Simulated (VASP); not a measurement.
# Bi (Im-3m) in VASP: notebook

Aim: see how the results for Bi move with the level of theory and the settings. Levels: PBEsol-based global hybrid, BHLYP, PBEsol. Tasks: relaxation of cell and atoms, single point.

Program: VASP 6.6.1. These are calculated values, not measurements. Logs are shortened: lines on timing, memory, paths and dates and some standing lists are left out, and cuts for length are marked.

**1. The cell of the first run**

The structure is cubic, space group Im-3m (No. 229). The conventional cell has a = 3.963 Å, b = 3.963 Å, c = 3.963 Å, α = 90.00°, β = 90.00°, γ = 90.00°. Within 4.5 Å of Bi (site symmetry m-3m) lie 14 Bi at 3.43 to 3.96 Å.

**2. Relaxation of cell and atoms, PBEsol-based global hybrid**

POSCAR

```
Bi
1.0
   -1.9814305318      1.9814305318      1.9814305318
    1.9814305318     -1.9814305318      1.9814305318
    1.9814305318      1.9814305318     -1.9814305318
Bi
1
Direct
    0.0000000000      0.0000000000      0.0000000000
```

INCAR.step1

```
SYSTEM = Bi
ALGO = Normal ; EDIFF = 1E-5
ENCUT = 600 ; GGA = PE
ISMEAR = -1 ; LASPH = .True.
LCHARG = .False. ; LREAL = .False.
LWAVE = .True. ; NBANDS = 14
NELM = 100 ; PREC = Accurate
SIGMA = 0.05
```

INCAR.step2

```
SYSTEM = Bi
AEXX = 0.25 ; ALGO = Normal
EDIFF = 1E-6 ; EDIFFG = -0.01
ENCUT = 600 ; GGA = PS
IBRION = 2 ; ISIF = 3
ISMEAR = -1 ; ISTART = 1
LASPH = .True. ; LCHARG = .False.
LHFCALC = .True. ; LREAL = .False.
LWAVE = .False. ; NELM = 100
NSW = 60 ; PREC = Accurate
PRECFOCK = Normal ; SIGMA = 0.05
```

KPOINTS

```
k-points
0
Gamma
  5 5 5
  0 0 0
```

Potentials or basis: VASP PAW PBE potentials, release 64 (Bi_d).

Run with:

```
$ cat potpaw_PBE.64/Bi_d/POTCAR > POTCAR
$ cp INCAR.step1 INCAR
$ mpirun -np 1 vasp_std > vasp.out
$ cp INCAR.step2 INCAR
$ mpirun -np 1 vasp_std > vasp.out
```

OUTCAR:

```text
SYSTEM = Bi
   AEXX = 0.25
   EDIFF = 1E-6
   EDIFFG = -0.01
   ENCUT = 600
   GGA = PS
   IBRION = 2
   ISIF = 3
   ISMEAR = -1
   ISTART = 1
   LASPH = .True.
   LHFCALC = .True.
   LREAL = .False.
   NELM = 100
   NSW = 60
   PREC = Accurate
   PRECFOCK = Normal

 ion  position               nearest neighbor table
   1  0.000  0.000  0.000-

  LATTYP: Found a body centered cubic cell.
 ALAT       =     3.9628610636

  Lattice vectors:

 A1 = (  -1.9814305318,   1.9814305318,   1.9814305318)
 A2 = (   1.9814305318,  -1.9814305318,   1.9814305318)
 A3 = (   1.9814305318,   1.9814305318,  -1.9814305318)

Analysis of symmetry for initial positions (statically):
=====================================================================
 Subroutine PRICEL returns:
 Original cell was already a primitive cell.

 Routine SETGRP: Setting up the symmetry group for a
 body centered cubic supercell.

 Subroutine GETGRP returns: Found 48 space group operations
[... 9 lines left out ...]

 Routine SETGRP: Setting up the symmetry group for a
 body centered cubic supercell.

 Subroutine GETGRP returns: Found 48 space group operations
[... 11 lines left out ...]
                                     Primitive cell

  volume of cell :      31.1169

  direct lattice vectors                    reciprocal lattice vectors
    -1.981430532  1.981430532  1.981430532     0.000000000  0.252342937  0.252342937
     1.981430532 -1.981430532  1.981430532     0.252342937  0.000000000  0.252342937
     1.981430532  1.981430532 -1.981430532     0.252342937  0.252342937  0.000000000

  length of vectors
     3.431938353  3.431938353  3.431938353     0.356866804  0.356866804  0.356866804

  position of ions in fractional coordinates (direct lattice)
     0.000000000  0.000000000  0.000000000

  ion indices of the primitive-cell ions
   primitive index   ion index
                 1           1

----------------------------------------------------------------------------------------

 KPOINTS: k-points

Automatic generation of k-mesh.
 Grid dimensions read from file:
 generate k-points for:    5    5    5

 Generating k-lattice:
[... 38 lines left out ...]
   PREC   = accura    normal or accurate (medium, high low for compatibility)
   ISTART =      1    job   : 0-new  1-cont  2-samecut
   ICHARG =      0    charge: 1-file 2-atom 10-const
   ISPIN  =      1    spin polarized calculation?
   LNONCOLLINEAR =      F non collinear calculations
   LSORBIT =      F    spin-orbit coupling
   LASPH  =      T    aspherical Exc in radial PAW
   ENCUT  =  600.0 eV  44.10 Ry    6.64 a.u.   6.85  6.85  6.85*2*pi/ulx,y,z
   NELM   =    100;   NELMIN=  2; NELMDL=  0     # of ELM steps
   EDIFF  = 0.1E-05   stopping-criterion for ELM
   LREAL  =      F    real-space projection
   EDIFFG = -.1E-01   stopping-criterion for IOM
   NSW    =     60    number of steps for IOM
   IBRION =      2    ionic relax: 0-MD 1-quasi-New 2-CG
   NFREE  =      1    steps in history (QN), initial steepest desc. (CG)
   ISIF   =      3    stress and relaxation
   ISYM   =      3    0-nonsym 1-usesym 2-fastsym
   POTIM  = 0.5000    time-step for ionic-motion
   TEBEG  =    0.0;   TEEND  =   0.0 temperature during run
   PSTRESS=    0.0 pullay stress
   NELECT =      15.0000    total number of electrons
   NUPDOWN=      -1.0000    fix difference up-down
   EMIN   =  10.00;   EMAX   =-10.00  energy-range for DOS
   EFERMI =   0.00;   METHOD = LEGACY
   ISMEAR =    -1;   SIGMA  =   0.05  broadening in eV -4-tet -1-fermi 0-gaus
   EFERMI_NEDOS =   21; number of points for ismear=-14 and -15
   IALGO  =     38    algorithm
   IMIX   =      1    mixing-type and parameters
     AMIX     =   0.40;   BMIX     =  1.00
     AMIX_MAG =   1.60;   BMIX_MAG =  1.00
  volume/ion in A,a.u.               =      31.12       209.99
  Fermi-wavevector in a.u.,A,eV,Ry     =   1.283630  2.425708 22.418388  1.647705
  Thomas-Fermi vector in A             =   2.415871
   LORBIT       =      0    0 simple, 1 ext, 2 COOP (PROOUT), +10 PAW based schemes
   GGA     = PS    functional components
   LHFCALC =     T    Hartree Fock is set to
   PRECFOCK=normal    Normal, Fast or Accurate (Low or Medium for compatibility)
   ENCUT4O =  -1.0   cutoff for four orbital integrals eV
   NKREDX  =     1    reduce k-point grid by
   NKREDY  =     1    reduce k-point grid by
   NKREDZ  =     1    reduce k-point grid by
   AEXX    =    0.2500 exact exchange contribution
   HFSCREEN=    0.0000 screening length (either q_TF or 0.3 A-1)
   HFSCREENC=   0.0000 screening length for correlation (either q_TF or 0.3 A-1)
   ENCUTFOCK=  -1.0 apply spherical cutoff to Coloumb kernel
   IVDW    =     0    specifies the selected vdW correction
   LEPSILON=     F    determine dielectric tensor
   LRPA    =     F    only Hartree local field effects (RPA)
 conjugate gradient relaxation of ions
 non-spin polarized calculation
  energy-cutoff  :      600.00
  volume of cell :       31.12
 maximum number of plane-waves:      1055
  NGX = 24; NGY = 24; NGZ = 24

--------------------------------------- Ionic step        1  -------------------------------------------

 number of electron      14.9999994 magnetization

 Free energy of the ion-electron system (eV)
  ---------------------------------------------------
  ext. energy  EPLUGINS =         0.00000000
  ---------------------------------------------------
  free energy    TOTEN  =        -5.14510174 eV

  energy without entropy =       -5.13245242  energy(sigma->0) =       -5.13877708

------------------------ aborting loop because EDIFF is reached ----------------------------------------

  FORCE on cell =-STRESS in cart. coord.  units (eV):
  Direction    XX          YY          ZZ          XY          YZ          ZX
  --------------------------------------------------------------------------------------
  -------------------------------------------------------------------------------------
  Total       -0.5346472     -0.5346472     -0.5346472      0.0000000      0.0000000      0.0000000
  in kB      -27.5284207    -27.5284207    -27.5284207      0.0000000      0.0000000      0.0000000
  external PRESSURE =     -27.5284207 kB  Pullay stress =       0.0000000 kB
[... 162 lines left out ...]
--------------------------------------- Ionic step        6  -------------------------------------------

 number of electron      15.0000005 magnetization

 Free energy of the ion-electron system (eV)
  ---------------------------------------------------
  ext. energy  EPLUGINS =         0.00000000
  ---------------------------------------------------
  free energy    TOTEN  =        -5.18733576 eV

  energy without entropy =       -5.18091849  energy(sigma->0) =       -5.18412713

 E-fermi :   8.6932     XC(G=0):  -8.5026

 val. band max:        8.5856366008   @ k =  -0.4000   0.4000   0.2000
 cond. band min:       9.2957383871   @ k =   0.2000   0.2000   0.0000
 fundamental gap:      0.7101017863
 Fermi energy:         8.6932215458

 k-point     1 :       0.0000    0.0000    0.0000
  band No.  band energies     occupation
      1     -17.0154      2.00000
      2     -17.0154      2.00000
      3     -17.0154      2.00000
      4     -16.8407      2.00000
      5     -16.8407      2.00000
      6      -7.3636      2.00000
      7      15.3525      0.00000
      8      15.3525      0.00000
      9      15.3525      0.00000
     10      19.9531      0.00000
     11      20.3383      0.00000
[... 152 lines left out ...]
  FREE ENERGIE OF THE ION-ELECTRON SYSTEM (eV)
  ---------------------------------------------------
  free  energy   TOTEN  =        -5.1873357618 eV

  energy  without entropy=       -5.1809184921  energy(sigma->0) =       -5.18412713

 reached required accuracy - stopping structural energy minimisation
```

OUTCAR.step1:

```text
SYSTEM = Bi
   EDIFF = 1E-5
   ENCUT = 600
   GGA = PE
   ISMEAR = -1
   LASPH = .True.
   LREAL = .False.
[... 368 lines left out ...]
 -----------------------------------------------------------------------------------
      0.00000      0.00000      0.00000         0.000000      0.000000      0.000000
 -----------------------------------------------------------------------------------
    total drift:                               -0.000000     -0.000000     -0.000000

  FREE ENERGIE OF THE ION-ELECTRON SYSTEM (eV)
  ---------------------------------------------------
  free  energy   TOTEN  =        -3.6567689210 eV

  energy  without entropy=       -3.6357337594  energy(sigma->0) =       -3.64625134
```

OSZICAR.step1:

```text
N       E                     dE             d eps       ncg     rms          rms(c)
DAV:   1     0.122437781587E+03    0.12244E+03   -0.81998E+03   280   0.132E+03
DAV:   2     0.337864599560E+01   -0.11906E+03   -0.11536E+03   292   0.361E+02
DAV:   3    -0.348453486638E+01   -0.68632E+01   -0.68206E+01   354   0.828E+01
DAV:   4    -0.365412202733E+01   -0.16959E+00   -0.16911E+00   366   0.135E+01
DAV:   5    -0.366039606251E+01   -0.62740E-02   -0.62735E-02   392   0.227E+00    0.453E-01
DAV:   6    -0.365697299015E+01    0.34231E-02   -0.74532E-03   378   0.121E+00    0.271E-01
DAV:   7    -0.365668526947E+01    0.28772E-03   -0.46648E-03   352   0.928E-01    0.821E-02
DAV:   8    -0.365676846419E+01   -0.83195E-04   -0.45793E-04   384   0.299E-01    0.870E-03
DAV:   9    -0.365676892105E+01   -0.45686E-06   -0.70813E-06   284   0.346E-02
   1 F= -.36567689E+01 E0= -.36462513E+01  d E =-.210352E-01
```

Run time: 57 min. Hardware: 1 thread of Intel Xeon Platinum 8259CL at 2.50GHz (Skylake/Cascade Lake), shared host; peak memory 0.19 GiB.

Results:

| Property | Result |
| --- | --- |
| Free energy | -5.1873 eV |
| Relaxed volume | 28.97 Å³/atom |
| Relaxed cell | a = 3.351 Å, b = 3.351 Å, c = 3.351 Å, α = 109.47°, β = 109.47°, γ = 109.47° |
| Space group after relaxing (to 0.05 Å) | Im-3m (No. 229) |
| Energy gained by relaxing | 42.2 meV/atom |
| Ionic steps | 6 |
| Pressure after relaxing | 0.0 GPa |

Step by step:
```
step  energy change (eV)  largest force (eV/Å)  pressure (GPa)  volume (Å³)
   1              0.0000                0.0000           -2.75        31.12
   2             -0.0418                0.0000            0.49        28.77
   3             -0.0421                0.0000            0.59        28.85
   4             -0.0419                0.0000           -0.34        29.22
   5             -0.0422                0.0000           -0.32        29.08
   6             -0.0422                0.0000           -0.02        28.97
```

Final structure:
```
Bi
1.0
    -1.93473    1.93473    1.93473
     1.93473   -1.93473    1.93473
     1.93473    1.93473   -1.93473
Bi
1
Cartesian
  0.0000 0.0000 0.0000
```

Caveat: the k points lie up to 0.46 Å⁻¹ apart in the final cell; the PAW data sets were made with another functional, which shifts forces and pressure a little; spin-orbit coupling is left out, which moves the levels of the heavy elements.

**3. Single point, BHLYP**

This run uses another cell than the first one, of 32.36 Å³/atom, 1.040 times its volume.

POSCAR

```
Bi
1.0
   -2.0075049763      2.0075049763      2.0075049763
    2.0075049763     -2.0075049763      2.0075049763
    2.0075049763      2.0075049763     -2.0075049763
Bi
1
Direct
    0.0000000000      0.0000000000      0.0000000000
```

INCAR.step1

```
PREC = Accurate
ENCUT = 520
EDIFF = 1E-5
ISMEAR = -1
SIGMA = 0.05
LREAL = False
LASPH = True
NELM = 60
ALGO = Normal
ISIF = 2
LWAVE = True
LCHARG = False
GGA = PE
NBANDS = 14
```

INCAR.step2

```
PREC = Accurate
ENCUT = 520
EDIFF = 1E-7
ISMEAR = -1
SIGMA = 0.05
LREAL = False
LASPH = True
NELM = 60
ALGO = Normal
ISIF = 2
LWAVE = False
LCHARG = False
GGA = B5
LHFCALC = True
AEXX = 0.5
ALDAX = 0.5
AGGAX = 0.5
AGGAC = 1.0
ALDAC = 0.0
PRECFOCK = Normal
ISTART = 1
NBANDS = 14
```

KPOINTS

```
regular mesh
0
Gamma
  5 5 5
```

Potentials or basis: VASP PAW PBE potentials, release 64 (Bi_d).

Run with:

```
$ cat potpaw_PBE.64/Bi_d/POTCAR > POTCAR
$ cp INCAR.step1 INCAR
$ mpirun -np 1 vasp_std > vasp.out
$ cp INCAR.step2 INCAR
$ mpirun -np 1 vasp_std > vasp.out
```

Wall time 23 min (1 thread of AMD EPYC 7R13, shared host); peak memory 0.14 GiB.

Results (log left out):

```
Free energy : -5.2331 eV
Pressure    : -1.0 GPa
```

Levels at points of the mesh, in eV from the Fermi level:
```csv
k point,band 5,band 6,band 7,band 8,band 9,band 10
"(0.00, 0.00, 0.00)",-28.04,-17.06,6.65,6.65,6.65,11.11
```

Caveat: the k points lie up to 0.44 Å⁻¹ apart; the PAW data sets were made with another functional, which shifts forces and pressure a little; spin-orbit coupling is left out, which moves the levels of the heavy elements.

**4. Single point, BHLYP**

This run uses another cell than the first one, of 32.98 Å³/atom, 1.060 times its volume.

POSCAR

```
Bi
1.0
   -2.0202919770      2.0202919770      2.0202919770
    2.0202919770     -2.0202919770      2.0202919770
    2.0202919770      2.0202919770     -2.0202919770
Bi
1
Direct
    0.0000000000      0.0000000000      0.0000000000
```

INCAR.step1

```
SYSTEM = Bi
PREC     = Accurate       ! precision mode
ENCUT    = 520            ! plane-wave cutoff, eV
EDIFF    = 1E-5           ! SCF threshold, eV
ISMEAR   = -1             ! smearing method
SIGMA    = 0.05           ! smearing width, eV
LREAL    = .FALSE.        ! projectors in reciprocal space
LASPH    = .TRUE.         ! aspherical terms in the spheres
NELM     = 100            ! most SCF steps
ALGO     = Normal         ! electronic algorithm
ISIF     = 2              ! what is computed and relaxed
LWAVE    = .TRUE.         ! write WAVECAR
LCHARG   = .FALSE.        ! write CHGCAR
GGA      = PE             ! functional
NBANDS   = 14             ! bands
```

INCAR.step2

```
SYSTEM = Bi
PREC     = Accurate       ! precision mode
ENCUT    = 520            ! plane-wave cutoff, eV
EDIFF    = 1E-6           ! SCF threshold, eV
ISMEAR   = -1             ! smearing method
SIGMA    = 0.05           ! smearing width, eV
LREAL    = .FALSE.        ! projectors in reciprocal space
LASPH    = .TRUE.         ! aspherical terms in the spheres
NELM     = 100            ! most SCF steps
ALGO     = Normal         ! electronic algorithm
ISIF     = 2              ! what is computed and relaxed
LWAVE    = .FALSE.        ! write WAVECAR
LCHARG   = .FALSE.        ! write CHGCAR
GGA      = B5             ! functional
LHFCALC  = .TRUE.         ! exact exchange
AEXX     = 0.5            ! exact-exchange fraction
ALDAX    = 0.5          
AGGAX    = 0.5          
AGGAC    = 1.0          
ALDAC    = 0.0          
PRECFOCK = Normal       
ISTART   = 1            
NBANDS   = 14             ! bands
```

KPOINTS

```
Automatic mesh
0
G
  5 5 5
  0 0 0
```

Run with:

```
$ cat potpaw_PBE.64/Bi_d/POTCAR > POTCAR
$ cp INCAR.step1 INCAR
$ mpirun -np 1 vasp_std > vasp.out
$ cp INCAR.step2 INCAR
$ mpirun -np 1 vasp_std > vasp.out
```

Run time: 18 min. Hardware: 1 thread of AMD EPYC 7R13, shared host; peak memory 0.14 GiB.

Results (log left out):

| Item | Value |
| --- | --- |
| Free energy | -5.2279 eV |
| Pressure | -2.0 GPa |

Levels at points of the mesh, in eV from the Fermi level:
| k point | band 5 | band 6 | band 7 | band 8 | band 9 | band 10 |
| --- | --- | --- | --- | --- | --- | --- |
| (0.00, 0.00, 0.00) | -28.03 | -16.91 | 6.50 | 6.50 | 6.50 | 10.85 |

Caveat: the k points lie up to 0.44 Å⁻¹ apart; the PAW data sets were made with another functional, which shifts forces and pressure a little; spin-orbit coupling is left out, which moves the levels of the heavy elements.

**5. Single point, PBEsol**

This run uses another cell than the first one, of 24.35 Å³/atom, 0.782 times its volume.

INCAR

```
PREC = Accurate ; ENCUT = 520
EDIFF = 1E-6 ; ISMEAR = -1
SIGMA = 0.05 ; LREAL = False
LASPH = True ; NELM = 60
ALGO = Normal ; ISIF = 2
LWAVE = False ; LCHARG = False
GGA = PS ; NBANDS = 14
```

KPOINTS

```
Automatic mesh
0
Gamma
  9 9 9
```

POSCAR

```
Bi
1.0
   -1.8258706609      1.8258706609      1.8258706609
    1.8258706609     -1.8258706609      1.8258706609
    1.8258706609      1.8258706609     -1.8258706609
Bi
1
Direct
    0.0000000000      0.0000000000      0.0000000000
```

Run with:

```
$ cat potpaw_PBE.64/Bi_d/POTCAR > POTCAR
$ mpirun -np 1 vasp_std > vasp.out
```

It took 12 s on 1 thread of Intel Xeon 8259CL, shared host; peak memory 0.14 GiB.

Results (log left out):

```yaml
Free_energy: -3.9438 eV
Pressure: 19.9 GPa
```

Levels at points of the mesh, in eV from the Fermi level:
| k point | band 3 | band 4 | band 5 | band 6 | band 7 | band 8 | band 9 | band 10 | band 11 | band 12 |
| --- | --- | --- | --- | --- | --- | --- | --- | --- | --- | --- |
| (0.00, 0.00, 0.00) | -23.49 | -23.21 | -23.21 | -15.78 | 6.92 | 6.92 | 6.92 | 10.18 | 10.18 | 10.18 |

Caveat: the PAW data sets were made with another functional, which shifts forces and pressure a little; spin-orbit coupling is left out, which moves the levels of the heavy elements.

**6. Single point, PBEsol**

This run uses another cell than the first one, of 26.42 Å³/atom, 0.849 times its volume.

INCAR

```
SYSTEM = Bi
PREC = Accurate ; ENCUT = 520
EDIFF = 1E-6 ; ISMEAR = -1
SIGMA = 0.05 ; LREAL = .False.
LASPH = .True. ; NELM = 80
ALGO = Fast ; ISIF = 2
LWAVE = .False. ; LCHARG = .True.
GGA = PS ; LELF = .True.
LVHAR = .True. ; NBANDS = 14
```

KPOINTS

```
regular mesh
0
Gamma
  9 9 9
  0 0 0
```

POSCAR

```
Bi
1.0
   -1.8761537362      1.8761537362      1.8761537362
    1.8761537362     -1.8761537362      1.8761537362
    1.8761537362      1.8761537362     -1.8761537362
Bi
1
Direct
    0.0000000000      0.0000000000      0.0000000000
```

Potentials or basis: VASP PAW PBE potentials, release 64 (Bi_d).

Run with:

```
$ cat potpaw_PBE.64/Bi_d/POTCAR > POTCAR
$ mpirun -np 1 vasp_std > vasp.out
```

Run time: 15 s. Hardware: 1 thread of Intel Xeon 8259CL, shared host; peak memory 0.14 GiB.

It converged, with:

```
Free energy : -4.1331 eV
Pressure    : 10.0 GPa
```

Levels at points of the mesh, in eV from the Fermi level:
```
           k point  band 4  band 5  band 6  band 7  band 8  band 9  band 10  band 11
(0.00, 0.00, 0.00)  -23.08  -23.08  -14.98    6.24    6.24    6.24    10.30    10.30
```

Caveat: the PAW data sets were made with another functional, which shifts forces and pressure a little; spin-orbit coupling is left out, which moves the levels of the heavy elements.

**7. Summary**

```csv
task,level,cell,k mesh,cutoff (eV),grid for exact exchange (PRECFOCK),share of exact exchange,gap on the mesh (eV),pressure (GPa)
relaxation of cell and atoms,PBEsol-based global hybrid,"relaxed from a = 3.432 Å, angles 109.5°, 1 atom",5 × 5 × 5,600,Normal,0.25,none,0.0
single point,BHLYP,"a = 3.477 Å, angles 109.5°, 1 atom",5 × 5 × 5,520,Normal,-,none,-1.0
single point,BHLYP,"a = 3.499 Å, angles 109.5°, 1 atom",5 × 5 × 5,520,Normal,-,none,-2.0
single point,PBEsol,"a = 3.163 Å, angles 109.5°, 1 atom",9 × 9 × 9,520,-,-,none,19.9
single point,PBEsol,"a = 3.250 Å, angles 109.5°, 1 atom",9 × 9 × 9,520,-,-,none,10.0
```

Alike in all rows: potentials or basis VASP PAW PBE potentials, release 64 (Bi_d); no spin polarisation; smearing fermi-dirac 0.05 eV.

Caveats: some runs use coarse meshes; the PAW data sets were made with another functional, which shifts forces and pressure a little; spin-orbit coupling is left out, which moves the levels of the heavy elements.

Total energies depend on the potentials used, so only differences within one code and one set of settings carry meaning.
